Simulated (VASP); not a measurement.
TaF3:

```
CELL_PARAMETERS angstrom
4.16665 0.00000 0.00000
0.00000 4.16665 0.00000
0.00000 0.00000 4.16665
ATOMIC_POSITIONS crystal
Ta 0.00000 0.00000 0.00000
F 0.00000 0.50000 0.00000
F 0.50000 0.00000 0.00000
F 0.00000 0.00000 0.50000
```

| Item | Value |
| --- | --- |
| Program | VASP 6.6.1 |
| Task | relaxation of cell and atoms |
| Functional | PBE |
| Potentials or basis | VASP PAW PBE potentials, release 64 (Ta_pv, F) |
| Cutoff | 600 eV |
| k mesh | 5 × 5 × 5 |
| Occupations | fermi-dirac, width 0.1 eV |
| Spin | no spin polarisation |

At the start: pressure -3.0 GPa; volume 18.08 Å³/atom.

Problem. How do energy, volume and symmetry change on relaxing?

Solution. Over 3 steps the energy falls by 5.2 meV/atom and the volume is 17.54 Å³/atom (-3.0 %); space group Pm-3m (No. 221, to 0.1 Å) before and after.

The path:
| step | energy change (eV) | largest force (eV/Å) | pressure (GPa) | volume (Å³) |
| --- | --- | --- | --- | --- |
| 1 | 0.0000 | 0.0000 | -2.97 | 72.34 |
| 2 | -0.0129 | 0.0000 | 2.00 | 68.89 |
| 3 | -0.0207 | 0.0000 | 0.00 | 70.16 |

Final structure:
```xyz
4
Lattice="4.1245 0.0000 0.0000 0.0000 4.1245 0.0000 0.0000 0.0000 4.1245" Properties=species:S:1:pos:R:3 pbc="T T T"
Ta    0.0000    0.0000    0.0000
F     0.0000    2.0622    0.0000
F     2.0622    0.0000    0.0000
F     0.0000    0.0000    2.0622
```
